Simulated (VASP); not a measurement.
# Ca (Im-3m) in VASP: notebook

The runs below take Ca through vibrations by perturbation theory, single point, with rpbe exchange, lyp correlation, PBE.

All numbers are computed with VASP 6.6.1; they aren't measurements. Logs are shortened: lines on timing, memory, paths and dates and some standing lists are left out, and cuts for length are marked.

## (1) The cell of the first run

Symmetry: Im-3m, No. 229, cubic system. The conventional cell has a = 4.480 Å, b = 4.480 Å, c = 4.480 Å, α = 90.00°, β = 90.00°, γ = 90.00°. Within 5.1 Å of Ca (site symmetry m-3m) lie 14 Ca at 3.88 to 4.48 Å.

This isn't the form of Ca at room conditions, which is fcc.

## (2) Vibrations by perturbation theory, rpbe exchange, lyp correlation, collinear spin

INCAR

```
SYSTEM = Ca
ALGO = Normal
EDIFF = 1E-8
ENCUT = 500
GGA = LIBXC
GGA_COMPAT = .False.
IBRION = 8
ISIF = 2
ISMEAR = 1
ISPIN = 2
LASPH = .True.
LCHARG = .False.
LIBXC1 = GGA_X_RPBE
LIBXC2 = GGA_C_LYP
LORBIT = 11
LREAL = .False.
LWAVE = .False.
MAGMOM = 0.5
NBANDS = 15
NELM = 200
NSW = 1
PREC = Accurate
SIGMA = 0.1
```

KPOINTS

```
k-points
0
Gamma
  8 8 8
  0 0 0
```

POSCAR

```
Ca
1.0
   -2.2400000000      2.2400000000      2.2400000000
    2.2400000000     -2.2400000000      2.2400000000
    2.2400000000      2.2400000000     -2.2400000000
Ca
1
Direct
    0.0000000000      0.0000000000      0.0000000000
```

Potentials or basis: VASP PAW PBE potentials, release 64 (Ca_sv).

The run is started by

```bash
> cat potpaw_PBE.64/Ca_sv/POTCAR > POTCAR
> mpirun -np 1 vasp_std > vasp.out
```

OUTCAR:

```text
SYSTEM = Ca
   EDIFF = 1E-8
   ENCUT = 500
   GGA = LIBXC
   IBRION = 8
   ISIF = 2
   ISMEAR = 1
   ISPIN = 2
   LASPH = .True.
   LORBIT = 11
   LREAL = .False.
   NELM = 200
   NSW = 1
   PREC = Accurate

 ion  position               nearest neighbor table
   1  0.000  0.000  0.000-

  LATTYP: Found a body centered cubic cell.
 ALAT       =     4.4800000000

  Lattice vectors:

 A1 = (  -2.2400000000,   2.2400000000,   2.2400000000)
 A2 = (   2.2400000000,  -2.2400000000,   2.2400000000)
 A3 = (   2.2400000000,   2.2400000000,  -2.2400000000)

Analysis of symmetry for initial positions (statically):
=====================================================================
 Subroutine PRICEL returns:
 Original cell was already a primitive cell.

 Routine SETGRP: Setting up the symmetry group for a
 body centered cubic supercell.

 Subroutine GETGRP returns: Found 48 space group operations
 (whereof 48 operations were pure point group operations)
 out of a pool of 48 trial point group operations.

The static configuration has the point symmetry O_h .

Analysis of symmetry for dynamics (positions and initial velocities):
=====================================================================
 Subroutine PRICEL returns:
 Original cell was already a primitive cell.

 Routine SETGRP: Setting up the symmetry group for a
 body centered cubic supercell.

 Subroutine GETGRP returns: Found 48 space group operations
 (whereof 48 operations were pure point group operations)
 out of a pool of 48 trial point group operations.

The dynamic configuration has the point symmetry O_h .

Analysis of structural, dynamic, and magnetic symmetry:
=====================================================================
 Subroutine PRICEL returns:
 Original cell was already a primitive cell.

 Routine SETGRP: Setting up the symmetry group for a
 body centered cubic supercell.

 Subroutine GETGRP returns: Found 48 space group operations
 (whereof 48 operations were pure point group operations)
 out of a pool of 48 trial point group operations.

The overall configuration has the point symmetry O_h .

 Subroutine INISYM returns: Found 48 space group operations
 (whereof 48 operations are pure point group operations),
 and found     1 'primitive' translations

----------------------------------------------------------------------------------------

                                     Primitive cell

  volume of cell :      44.9577

  direct lattice vectors                    reciprocal lattice vectors
    -2.240000000  2.240000000  2.240000000     0.000000000  0.223214286  0.223214286
     2.240000000 -2.240000000  2.240000000     0.223214286  0.000000000  0.223214286
     2.240000000  2.240000000 -2.240000000     0.223214286  0.223214286  0.000000000

  length of vectors
     3.879793809  3.879793809  3.879793809     0.315672670  0.315672670  0.315672670

  position of ions in fractional coordinates (direct lattice)
     0.000000000  0.000000000  0.000000000

  ion indices of the primitive-cell ions
   primitive index   ion index
                 1           1

----------------------------------------------------------------------------------------

 KPOINTS: k-points

Automatic generation of k-mesh.
 Grid dimensions read from file:
 generate k-points for:    8    8    8

 Generating k-lattice:

  Cartesian coordinates                     Fractional coordinates (reciprocal lattice)
     0.000000000  0.027901786  0.027901786     0.125000000  0.000000000  0.000000000
     0.027901786  0.000000000  0.027901786     0.000000000  0.125000000  0.000000000
     0.027901786  0.027901786  0.000000000     0.000000000  0.000000000  0.125000000

  Length of vectors
     0.039459084  0.039459084  0.039459084

  Shift w.r.t. Gamma in fractional coordinates (k-lattice)
[... 108 lines left out ...]
 fundamental gap:      0.0394203182
 Fermi energy:         2.2927155461

 spin component 1

 k-point     1 :       0.0000    0.0000    0.0000
  band No.  band energies     occupation
      1     -40.0644      1.00000
      2     -20.9874      1.00000
      3     -20.9874      1.00000
      4     -20.9874      1.00000
      5      -1.6261      1.00000
      6       4.3692      0.00000
      7       4.3692      0.00000
      8       4.3692      0.00000
      9       5.3250      0.00000
     10       5.3250      0.00000
     11      12.2436      0.00000
     12      12.2436      0.00000
     13      12.2436      0.00000
     14      14.9761      0.00000
[... 403 lines left out ...]
      4     -21.0288      1.00000
      5       1.3038      1.00000
      6       2.9729     -0.00000
      7       4.2598     -0.00000
      8       4.4272      0.00000
      9       5.3970      0.00000
     10       5.7007      0.00000
     11       8.0975      0.00000
     12       8.9737      0.00000
     13      10.2338      0.00000
     14      11.5973      0.00000
     15      14.7405      0.00000

 [... further k-points ...]

 spin component 2

 k-point     1 :       0.0000    0.0000    0.0000
  band No.  band energies     occupation
      1     -40.0643      1.00000
      2     -20.9874      1.00000
      3     -20.9874      1.00000
      4     -20.9874      1.00000
      5      -1.6260      1.00000
      6       4.3692      0.00000
      7       4.3692      0.00000
      8       4.3692      0.00000
      9       5.3250      0.00000
     10       5.3250      0.00000
     11      12.2437      0.00000
     12      12.2437      0.00000
     13      12.2437      0.00000
     14      14.9762      0.00000
[... 403 lines left out ...]
      4     -21.0288      1.00000
      5       1.3039      1.00000
      6       2.9730     -0.00000
      7       4.2598     -0.00000
      8       4.4273      0.00000
      9       5.3970      0.00000
     10       5.7007      0.00000
     11       8.0975      0.00000
     12       8.9737      0.00000
     13      10.2339      0.00000
     14      11.5975      0.00000
     15      14.7406      0.00000

 [... further k-points ...]

------------------------ aborting loop because EDIFF is reached ----------------------------------------

  FORCE on cell =-STRESS in cart. coord.  units (eV):
  Direction    XX          YY          ZZ          XY          YZ          ZX
  --------------------------------------------------------------------------------------
  -------------------------------------------------------------------------------------
  Total       -0.0454478     -0.0454478     -0.0454478      0.0000000      0.0000000     -0.0000000
  in kB       -1.6196434     -1.6196434     -1.6196434      0.0000000      0.0000000     -0.0000000
  external PRESSURE =      -1.6196434 kB  Pullay stress =       0.0000000 kB

 VOLUME and BASIS-vectors are now :
 -----------------------------------------------------------------------------
  energy-cutoff  :      500.00
  volume of cell :       44.96
      direct lattice vectors                 reciprocal lattice vectors
    -2.240000000  2.240000000  2.240000000     0.000000000  0.223214286  0.223214286
     2.240000000 -2.240000000  2.240000000     0.223214286  0.000000000  0.223214286
     2.240000000  2.240000000 -2.240000000     0.223214286  0.223214286  0.000000000

 POSITION                                       TOTAL-FORCE (eV/Angst)
 -----------------------------------------------------------------------------------
      0.00000      0.00000      0.00000        -0.000000     -0.000000     -0.000000
 -----------------------------------------------------------------------------------
    total drift:                               -0.000000     -0.000000     -0.000000

  FREE ENERGIE OF THE ION-ELECTRON SYSTEM (eV)
  ---------------------------------------------------
  free  energy   TOTEN  =        -1.1009183730 eV

  energy  without entropy=       -1.0995775034  energy(sigma->0) =       -1.10047142

[... ionic steps 2 to 3 ...]

--------------------------------------- Ionic step        4  -------------------------------------------

 Free energy of the ion-electron system (eV)
  ---------------------------------------------------
  ---------------------------------------------------
  free energy    TOTEN  =        -0.40100101 eV

  energy without entropy =       -0.40100100

------------------------ aborting loop because EDIFF is reached ----------------------------------------

 INTERNAL STRAIN TENSOR  FOR ION    1  DIRECTION 1   (eV/Angst):
 -----------------------------------------------------------------------------
     0.02684 -0.00000  0.00000
     0.00000 -0.00241 -0.00000
    -0.00000 -0.00000 -0.00241

 INTERNAL STRAIN TENSOR FOR ION    1 for displacements in x,y,z  (eV/Angst):
          X           Y           Z          XY          YZ          ZX
  --------------------------------------------------------------------------------
  x     0.00000     0.00000     0.00000     0.00000     0.00000     0.00000
  y     0.00000     0.00000     0.00000     0.00000     0.00000     0.00000
  z     0.00000     0.00000     0.00000     0.00000     0.00000     0.00000

 SECOND DERIVATIVES (NOT SYMMETRIZED)
 ------------------------------------
               1X          1Y          1Z
  1X    -0.002027    0.000000    0.000000
  1Y     0.000000   -0.002027    0.000000
  1Z     0.000000    0.000000   -0.002027

 Eigenvectors and eigenvalues of the dynamical matrix
 ----------------------------------------------------

   1 f  =    0.111190 THz     0.698628 2PiTHz    3.708904 cm-1     0.459845 meV
             X         Y         Z           dx          dy          dz
      0.000000  0.000000  0.000000     1.000000    0.000000    0.000000

   2 f  =    0.111190 THz     0.698628 2PiTHz    3.708904 cm-1     0.459845 meV
             X         Y         Z           dx          dy          dz
      0.000000  0.000000  0.000000     0.000000    1.000000    0.000000

   3 f  =    0.111190 THz     0.698628 2PiTHz    3.708904 cm-1     0.459845 meV
             X         Y         Z           dx          dy          dz
      0.000000  0.000000  0.000000     0.000000    0.000000    1.000000

--------------------------------------------------------------------------------------------------------

 ELASTIC MODULI CONTR FROM IONIC RELAXATION (kBar)
 Direction    XX          YY          ZZ          XY          YZ          ZX
 --------------------------------------------------------------------------------
 XX           0.0000      0.0000      0.0000      0.0000      0.0000      0.0000
 YY           0.0000      0.0000      0.0000      0.0000      0.0000      0.0000
 ZZ           0.0000      0.0000      0.0000      0.0000      0.0000      0.0000
 XY           0.0000      0.0000      0.0000      0.0000      0.0000      0.0000
 YZ           0.0000      0.0000      0.0000      0.0000      0.0000      0.0000
 ZX           0.0000      0.0000      0.0000      0.0000      0.0000      0.0000
 --------------------------------------------------------------------------------

 total charge

# of ion       s       p       d       tot
------------------------------------------
    1        2.086   5.824   0.165   8.075

 magnetization (x)

# of ion       s       p       d       tot
------------------------------------------
    1        0.000   0.000   0.000   0.000
```

Wall time 2.6 min (1 thread of Intel Xeon Platinum 8488C (Sapphire Rapids), shared host); peak memory 0.29 GiB.

What came out:

```yaml
Net_moment: 0.00 μB per cell
Valence_electrons_inside_the_program's_atomic_spheres: Ca 8.07
```

Caveat: the PAW data sets were made with another functional, which shifts forces and pressure a little.

## (3) Single point, PBE

POSCAR is that of step 2.

INCAR.step1

```
GGA = PE
ISMEAR = 1
SIGMA = 0.1
LWAVE = False
LCHARG = True
NBANDS = 19
PREC = Accurate
LASPH = True
LREAL = False
ALGO = Normal
EDIFF = 1E-6
NELM = 120
GGA_COMPAT = False
ENCUT = 520
```

KPOINTS.step1

```
k-points
0
Gamma
  10 10 10
```

INCAR.step2

```
GGA = PE
ISMEAR = -5
LWAVE = False
LCHARG = False
NBANDS = 19
PREC = Accurate
LASPH = True
LREAL = False
ALGO = Normal
EDIFF = 1E-6
NELM = 120
GGA_COMPAT = False
ENCUT = 520
NEDOS = 4001
LORBIT = 11
EMIN = -15.2258
EMAX = 9.7742
ICHARG = 11
```

KPOINTS.step2

```
Automatic mesh
0
Gamma
  25 25 25
  0 0 0
```

Potentials or basis: VASP PAW PBE potentials, release 64 (Ca_sv).

The run is started by

```bash
> cat potpaw_PBE.64/Ca_sv/POTCAR > POTCAR
> cp INCAR.step1 INCAR
> cp KPOINTS.step1 KPOINTS
> mpirun -np 1 vasp_std > vasp.out
> cp INCAR.step2 INCAR
> cp KPOINTS.step2 KPOINTS
> mpirun -np 1 vasp_std > vasp.out
```

Run time: 90 s. Hardware: 1 thread of AMD EPYC 9R45 (Zen 5), shared host; peak memory 0.42 GiB.

It converged, with:

```
Valence electrons inside the program's atomic spheres : Ca 8.06
Density of states at the Fermi level                  : 1.97 states/eV/atom
```

Levels at points of the mesh, in eV from the Fermi level:
```csv
k point,band 1,band 2,band 3,band 4,band 5,band 6,band 7,band 8,band 9,band 10
"(0.00, 0.00, 0.00)",-42.25,-23.17,-23.17,-23.17,-3.98,2.17,2.17,2.17,3.16,3.16
```

Caveat: tetrahedron occupations give inexact forces and stress in metals.
